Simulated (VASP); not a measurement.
Here is a VASP 6.6.1 calculation.

File INCAR:

```
  PREC = Accurate
  ENCUT = 520
  EDIFF = 1E-6
  ISMEAR = 0
  SIGMA = 0.1
  LREAL = False
  LASPH = True
  NELM = 80
  ALGO = Normal
  ISIF = 2
  LWAVE = False
  LCHARG = False
  GGA = PS
  NBANDS = 16
```

Contents of KPOINTS:

```
regular mesh
0
Gamma
  12 12 12
```

Contents of POSCAR:

```
InAs
1.0
    0.0000000000      3.0435760279      3.0435760279
    3.0435760279      0.0000000000      3.0435760279
    3.0435760279      3.0435760279      0.0000000000
In As
1 1
Direct
    0.7500000000      0.7500000000      0.7500000000
    0.0000000000      0.0000000000      0.0000000000
```

Potentials or basis: VASP PAW PBE potentials, release 64 (In_d, As).

Launch:

```bash
$ cat potpaw_PBE.64/In_d/POTCAR potpaw_PBE.64/As/POTCAR > POTCAR
$ mpirun -np 1 vasp_std > vasp.out
```

Q: Estimate the pressure.

A: 0.1 GPa.

Q: What does it give for the band gap on the k mesh?

A: Zero (filled and empty bands touch).

Caveat: the PAW data sets were made with another functional, which shifts forces and pressure a little; spin-orbit coupling is left out, which moves the levels of the heavy elements.
